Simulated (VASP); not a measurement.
# Si (Fd-3m) in VASP: a series of runs

The runs below take Si through single point, relaxation of cell and atoms, with r2SCAN, PBE.

All numbers are computed with VASP 6.6.1; they aren't measurements. Logs are shortened: lines on timing, memory, paths and dates and some standing lists are left out, and cuts for length are marked.

### Step 1. The cell of the first run

It takes space group Fd-3m (No. 227, cubic). The conventional cell has a = 5.471 Å, b = 5.471 Å, c = 5.471 Å, α = 90.00°, β = 90.00°, γ = 90.00°. Si (site symmetry -43m) has 4 Si at 2.37 Å within 3.1 Å.

### Step 2. Single point, r2SCAN

POSCAR

```
Si
1.0
    0.0000000000      2.7353450877      2.7353450877
    2.7353450877      0.0000000000      2.7353450877
    2.7353450877      2.7353450877      0.0000000000
Si
2
Direct
    0.2500000000      0.2500000000      0.2500000000
    0.0000000000      0.0000000000      0.0000000000
```

INCAR.step1

```
PREC = Accurate
ENCUT = 550
ISMEAR = 0
SIGMA = 0.02
LREAL = False
LASPH = True
NELM = 120
NBANDS = 11
GGA = PE
ALGO = Normal
EDIFF = 1E-5
LWAVE = True
LCHARG = False
GGA_COMPAT = False
```

INCAR.step2

```
PREC = Accurate
ENCUT = 550
EDIFF = 1E-6
ISMEAR = 0
SIGMA = 0.02
LREAL = False
LASPH = True
NELM = 120
ALGO = Normal
ISIF = 2
LWAVE = False
LCHARG = False
METAGGA = R2SCAN
LMIXTAU = True
NBANDS = 11
ISTART = 1
GGA_COMPAT = False
```

KPOINTS

```
regular mesh
0
Gamma
  8 8 8
```

Potentials or basis: VASP PAW PBE potentials, release 64 (Si).

Command:

```console
$ cat potpaw_PBE.64/Si/POTCAR > POTCAR
$ cp INCAR.step1 INCAR
$ mpirun -np 1 vasp_std > vasp.out
$ cp INCAR.step2 INCAR
$ mpirun -np 1 vasp_std > vasp.out
```

OUTCAR:

```text
PREC = Accurate
   ENCUT = 550
   EDIFF = 1E-6
   ISMEAR = 0
   LREAL = False
   LASPH = True
   NELM = 120
   ISIF = 2
   METAGGA = R2SCAN
   ISTART = 1

 ion  position               nearest neighbor table
   1  0.250  0.250  0.250-   2 2.37   2 2.37   2 2.37   2 2.37
   2  0.000  0.000  0.000-   1 2.37   1 2.37   1 2.37   1 2.37

  LATTYP: Found a face centered cubic cell.
 ALAT       =     5.4706901754

  Lattice vectors:

 A1 = (   0.0000000000,   2.7353450877,   2.7353450877)
 A2 = (   2.7353450877,   0.0000000000,   2.7353450877)
 A3 = (   2.7353450877,   2.7353450877,   0.0000000000)

Analysis of symmetry for initial positions (statically):
=====================================================================
 Subroutine PRICEL returns:
 Original cell was already a primitive cell.

 Routine SETGRP: Setting up the symmetry group for a
 face centered cubic supercell.

 Subroutine GETGRP returns: Found 48 space group operations
 (whereof 24 operations were pure point group operations)
 out of a pool of 48 trial point group operations.

The static configuration has the point symmetry T_d .
 The point group associated with its full space group is O_h .

Analysis of symmetry for dynamics (positions and initial velocities):
=====================================================================
 Subroutine PRICEL returns:
 Original cell was already a primitive cell.

 Routine SETGRP: Setting up the symmetry group for a
 face centered cubic supercell.

 Subroutine GETGRP returns: Found 48 space group operations
 (whereof 24 operations were pure point group operations)
 out of a pool of 48 trial point group operations.

The dynamic configuration has the point symmetry T_d .
 The point group associated with its full space group is O_h .

 Subroutine INISYM returns: Found 48 space group operations
 (whereof 24 operations are pure point group operations),
 and found     1 'primitive' translations

----------------------------------------------------------------------------------------

                                     Primitive cell

  volume of cell :      40.9323

  direct lattice vectors                    reciprocal lattice vectors
     0.000000000  2.735345088  2.735345088    -0.182792293  0.182792293  0.182792293
     2.735345088  0.000000000  2.735345088     0.182792293 -0.182792293  0.182792293
     2.735345088  2.735345088  0.000000000     0.182792293  0.182792293 -0.182792293

[... 85 lines left out ...]
   EDIFFG = 0.1E-04   stopping-criterion for IOM
   NSW    =      0    number of steps for IOM
   IBRION =     -1    ionic relax: 0-MD 1-quasi-New 2-CG
   NFREE  =      0    steps in history (QN), initial steepest desc. (CG)
   ISIF   =      2    stress and relaxation
   ISYM   =      2    0-nonsym 1-usesym 2-fastsym
   POTIM  = 0.5000    time-step for ionic-motion
   TEBEG  =    0.0;   TEEND  =   0.0 temperature during run
   PSTRESS=    0.0 pullay stress
   NELECT =       8.0000    total number of electrons
   NUPDOWN=      -1.0000    fix difference up-down
   EMIN   =  10.00;   EMAX   =-10.00  energy-range for DOS
   EFERMI =   0.00;   METHOD = LEGACY
   ISMEAR =     0;   SIGMA  =   0.02  broadening in eV -4-tet -1-fermi 0-gaus
   EFERMI_NEDOS =   21; number of points for ismear=-14 and -15
   IALGO  =     38    algorithm
   IMIX   =      4    mixing-type and parameters
     AMIX     =   0.40;   BMIX     =  1.00
     AMIX_MAG =   1.60;   BMIX_MAG =  1.00
  volume/ion in A,a.u.               =      20.47       138.11
  Fermi-wavevector in a.u.,A,eV,Ry     =   0.950056  1.795346 12.280715  0.902607
  Thomas-Fermi vector in A             =   2.078397
   LORBIT       =      0    0 simple, 1 ext, 2 COOP (PROOUT), +10 PAW based schemes
   METAGGA = R2SCAN    functional components
   LHFCALC =     F    Hartree Fock is set to
   AEXX    =    0.0000 exact exchange contribution
   IVDW    =     0    specifies the selected vdW correction
   LEPSILON=     F    determine dielectric tensor
   LRPA    =     F    only Hartree local field effects (RPA)
 non-spin polarized calculation
 Gauss-broadening in eV      SIGMA  =   0.02
  energy-cutoff  :      550.00
  volume of cell :       40.93
 maximum number of plane-waves:      1243
 NGX is ok and might be reduce to    30
   NGX = 15   NGY = 15   NGZ = 15

 number of electron       8.0000001 magnetization

 Free energy of the ion-electron system (eV)
  ---------------------------------------------------
  ext. energy  EPLUGINS =         0.00000000
  ---------------------------------------------------
  free energy    TOTEN  =       -17.54355908 eV

  energy without entropy =      -17.54355908  energy(sigma->0) =      -17.54355908

 E-fermi :   5.6502     XC(G=0):  -9.7669

 val. band max:        5.5168769154   @ k =   0.0000   0.0000   0.0000
 cond. band min:       6.3645580846   @ k =   0.3750   0.3750   0.0000
 fundamental gap:      0.8476811691
 Fermi energy:         5.6502185972

 k-point     1 :       0.0000    0.0000    0.0000
  band No.  band energies     occupation
      1      -6.8539      2.00000
      2       5.5169      2.00000
      3       5.5169      2.00000
      4       5.5169      2.00000
      5       8.2647      0.00000
      6       8.2647      0.00000
      7       8.2647      0.00000
      8       9.2358      0.00000
      9      13.6325      0.00000
     10      13.6325      0.00000
     11      14.1171      0.00000
[... 309 lines left out ...]
 k-point    24 :      -0.3750    0.2500    0.1250
  band No.  band energies     occupation
      1      -3.8990      2.00000
      2      -1.4747      2.00000
      3       1.9919      2.00000
      4       3.2963      2.00000
      5       8.8604      0.00000
      6       8.9374      0.00000
      7      11.7875      0.00000
      8      13.0665      0.00000
      9      13.3588      0.00000
     10      16.6901      0.00000
     11      17.8343      0.00000

 [... further k-points ...]
[... 5 lines left out ...]
  --------------------------------------------------------------------------------------
  -------------------------------------------------------------------------------------
  Total       -0.4069956     -0.4069956     -0.4069956     -0.0000000     -0.0000000      0.0000000
  in kB      -15.9306657    -15.9306657    -15.9306657     -0.0000000     -0.0000000      0.0000000
  external PRESSURE =     -15.9306657 kB  Pullay stress =       0.0000000 kB

 VOLUME and BASIS-vectors are now :
 -----------------------------------------------------------------------------
  energy-cutoff  :      550.00
  volume of cell :       40.93
      direct lattice vectors                 reciprocal lattice vectors
     0.000000000  2.735345088  2.735345088    -0.182792293  0.182792293  0.182792293
     2.735345088  0.000000000  2.735345088     0.182792293 -0.182792293  0.182792293
     2.735345088  2.735345088  0.000000000     0.182792293  0.182792293 -0.182792293

 POSITION                                       TOTAL-FORCE (eV/Angst)
 -----------------------------------------------------------------------------------
      1.36767      1.36767      1.36767         0.000000      0.000000      0.000000
      0.00000      0.00000      0.00000        -0.000000     -0.000000     -0.000000
 -----------------------------------------------------------------------------------
    total drift:                               -0.000000     -0.000000     -0.000000

  FREE ENERGIE OF THE ION-ELECTRON SYSTEM (eV)
  ---------------------------------------------------
  free  energy   TOTEN  =       -17.5435590778 eV

  energy  without entropy=      -17.5435590778  energy(sigma->0) =      -17.54355908
```

OSZICAR.step1:

```text
N       E                     dE             d eps       ncg     rms          rms(c)
DAV:   1     0.895186083663E+01    0.89519E+01   -0.32337E+03   638   0.581E+02
DAV:   2    -0.103224920748E+02   -0.19274E+02   -0.18494E+02   866   0.882E+01
DAV:   3    -0.110089470926E+02   -0.68646E+00   -0.68414E+00   821   0.135E+01
DAV:   4    -0.110142907659E+02   -0.53437E-02   -0.53430E-02   767   0.152E+00
DAV:   5    -0.110143447133E+02   -0.53947E-04   -0.53947E-04   803   0.140E-01    0.474E+00
DAV:   6    -0.108983824652E+02    0.11596E+00   -0.65078E-02   722   0.105E+00    0.289E+00
DAV:   7    -0.108445732807E+02    0.53809E-01   -0.12757E-01   713   0.158E+00    0.166E-01
DAV:   8    -0.108458598771E+02   -0.12866E-02   -0.57046E-03   731   0.406E-01    0.791E-02
DAV:   9    -0.108460762987E+02   -0.21642E-03   -0.21115E-04   777   0.880E-02    0.579E-02
DAV:  10    -0.108461001807E+02   -0.23882E-04   -0.20221E-05   745   0.262E-02    0.489E-03
DAV:  11    -0.108461009268E+02   -0.74611E-06   -0.20437E-06   473   0.753E-03
   1 F= -.10846101E+02 E0= -.10846101E+02  d E =-.129164E-14
```

Run time: 31 s. Hardware: 1 thread of Intel Xeon Platinum 8488C (Sapphire Rapids), shared host; peak memory 0.16 GiB.

Results:

```
Free energy            : -17.5436 eV
Pressure               : -1.6 GPa
Band gap on the k mesh : 0.85 eV, indirect (least direct gap 2.75 eV)
```

Caveat: the PAW data sets were made with another functional, which shifts forces and pressure a little. A k mesh can miss the band edges.

### Step 3. Single point, r2SCAN

POSCAR is that of step 2.

INCAR.step1

```
SYSTEM = Si
ALGO = Normal
EDIFF = 1E-5
ENCUT = 550
GGA = PE
GGA_COMPAT = .FALSE.
ISMEAR = 0
LASPH = .TRUE.
LCHARG = .FALSE.
LREAL = .FALSE.
LWAVE = .TRUE.
NBANDS = 11
NELM = 120
PREC = Accurate
SIGMA = 0.02
```

INCAR.step2

```
SYSTEM = Si
ALGO = Normal
EDIFF = 1E-6
ENCUT = 550
GGA_COMPAT = .FALSE.
ISIF = 2
ISMEAR = 0
ISTART = 1
LASPH = .TRUE.
LCHARG = .FALSE.
LMIXTAU = .TRUE.
LREAL = .FALSE.
LWAVE = .FALSE.
METAGGA = R2SCAN
NBANDS = 11
NELM = 120
PREC = Accurate
SIGMA = 0.02
```

KPOINTS

```
k-points
0
G
  8 8 8
  0 0 0
```

Potentials or basis: VASP PAW PBE potentials, release 64 (Si).

Command:

```console
$ cat potpaw_PBE.64/Si/POTCAR > POTCAR
$ cp INCAR.step1 INCAR
$ mpirun -np 1 vasp_std > vasp.out
$ cp INCAR.step2 INCAR
$ mpirun -np 1 vasp_std > vasp.out
```

Wall time 31 s (1 thread of Intel Xeon Platinum 8488C (Sapphire Rapids), shared host); peak memory 0.16 GiB.

The run converged. Its results:

```yaml
Free_energy: -17.5436 eV
Pressure: -1.6 GPa
Band_gap_on_the_k_mesh: 0.85 eV, indirect (least direct gap 2.75 eV)
```

Levels at points of the mesh, in eV from the valence-band top:
| k point | band 1 | band 2 | band 3 | band 4 | band 5 | band 6 | band 7 | band 8 |
| --- | --- | --- | --- | --- | --- | --- | --- | --- |
| (0.00, 0.00, 0.00) | -12.37 | 0.00 | 0.00 | 0.00 | 2.75 | 2.75 | 2.75 | 3.72 |
| (0.50, 0.00, 0.00) | -9.97 | -7.16 | -1.25 | -1.25 | 1.80 | 3.60 | 3.60 | 8.30 |
| (0.50, 0.50, 0.00) | -8.08 | -8.08 | -2.95 | -2.95 | 0.96 | 0.96 | 10.68 | 10.68 |

Caveat: the PAW data sets were made with another functional, which shifts forces and pressure a little. A k mesh can miss the band edges.

### Step 4. Relaxation of cell and atoms, PBE

INCAR

```
  PREC = Accurate
  ENCUT = 500
  EDIFF = 1E-7
  ISMEAR = 0
  SIGMA = 0.01
  LREAL = False
  LASPH = True
  NELM = 120
  ALGO = Normal
  ISIF = 3
  LWAVE = False
  LCHARG = False
  GGA = PE
  IBRION = 2
  NSW = 80
  EDIFFG = -0.001
  GGA_COMPAT = False
  NELMIN = 4
```

KPOINTS

```
regular mesh
0
Gamma
  8 8 8
```

POSCAR is that of step 3.

Command:

```console
$ cat potpaw_PBE.64/Si/POTCAR > POTCAR
$ mpirun -np 1 vasp_std > vasp.out
```

Run time: 8.7 s. Hardware: 1 thread of Intel Xeon Platinum 8488C (Sapphire Rapids), shared host; peak memory 0.14 GiB.

Results (log left out):

```
Free energy                            : -10.8461 eV
Relaxed volume                         : 20.44 Å³/atom
Relaxed cell                           : a = 3.867 Å, b = 3.867 Å, c = 3.867 Å, α = 60.00°, β = 60.00°, γ = 60.00°
Space group after relaxing (to 0.05 Å) : Fd-3m (No. 227)
Energy gained by relaxing              : 0.0 meV/atom
Ionic steps                            : 3
Pressure after relaxing                : 0.0 GPa
Band gap on the k mesh                 : 0.65 eV, indirect (least direct gap 2.56 eV)
```

Final structure:
```
CELL_PARAMETERS angstrom
0.00000 2.73428 2.73428
2.73428 0.00000 2.73428
2.73428 2.73428 0.00000
ATOMIC_POSITIONS crystal
Si 0.25000 0.25000 0.25000
Si 0.00000 0.00000 0.00000
```

Levels at points of the mesh, in eV from the valence-band top:
| k point | band 1 | band 2 | band 3 | band 4 | band 5 | band 6 | band 7 | band 8 |
| --- | --- | --- | --- | --- | --- | --- | --- | --- |
| (0.00, 0.00, 0.00) | -11.82 | 0.00 | 0.00 | 0.00 | 2.56 | 2.56 | 2.56 | 3.14 |
| (0.50, 0.00, 0.00) | -9.54 | -6.87 | -1.18 | -1.18 | 1.47 | 3.35 | 3.35 | 7.70 |
| (0.50, 0.50, 0.00) | -7.75 | -7.75 | -2.79 | -2.79 | 0.75 | 0.75 | 9.94 | 9.94 |

A k mesh can miss the band edges. PBE gaps usually lie below the measured ones, often by a third to a half.
